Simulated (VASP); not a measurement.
Al3C:

```
Al C
1.0
    -1.80902    1.80902    4.04094
     1.80902   -1.80902    4.04094
     1.80902    1.80902   -4.04094
Al C
3 1
Direct
  0.50000 0.50000 0.00000
  0.25000 0.75000 0.50000
  0.75000 0.25000 0.50000
  0.00000 0.00000 0.00000
```

* Program: VASP 6.6.1
* Task: relaxation of cell and atoms
* Functional: PBE
* Potentials or basis: VASP PAW PBE potentials, release 64 (Al, C)
* Cutoff: 600 eV
* k mesh: 18 × 18 × 18
* Occupations: gaussian, width 0.1 eV
* Spin: no spin polarisation

At the start: pressure 2.0 GPa; volume 13.22 Å³/atom.

Question: How do energy, volume and symmetry change on relaxing?

Answer: Over 6 steps the energy falls by 2.1 meV/atom and the volume is 13.48 Å³/atom (+1.9 %); space group I4/mmm (No. 139, to 0.1 Å) before and after.

Step by step:
| step | energy change (eV) | largest force (eV/Å) | pressure (GPa) | volume (Å³) |
| --- | --- | --- | --- | --- |
| 1 | 0.0000 | 0.0000 | 1.96 | 52.90 |
| 2 | -0.0069 | 0.0000 | -0.26 | 54.14 |
| 3 | -0.0069 | 0.0000 | -0.04 | 54.02 |
| 4 | -0.0072 | 0.0000 | -0.04 | 54.01 |
| 5 | -0.0079 | 0.0000 | -0.03 | 53.98 |
| 6 | -0.0083 | 0.0000 | 0.02 | 53.92 |

Final structure:
```yaml
crystal:
  lattice:
    - [-1.80578, 1.80578, 4.13413]
    - [1.80578, -1.80578, 4.13413]
    - [1.80578, 1.80578, -4.13413]
  atoms:
    - { symbol: Al, position: [0.50000, 0.50000, 0.00000] }
    - { symbol: Al, position: [0.25000, 0.75000, 0.50000] }
    - { symbol: Al, position: [0.75000, 0.25000, 0.50000] }
    - { symbol: C, position: [0.00000, 0.00000, 0.00000] }
```
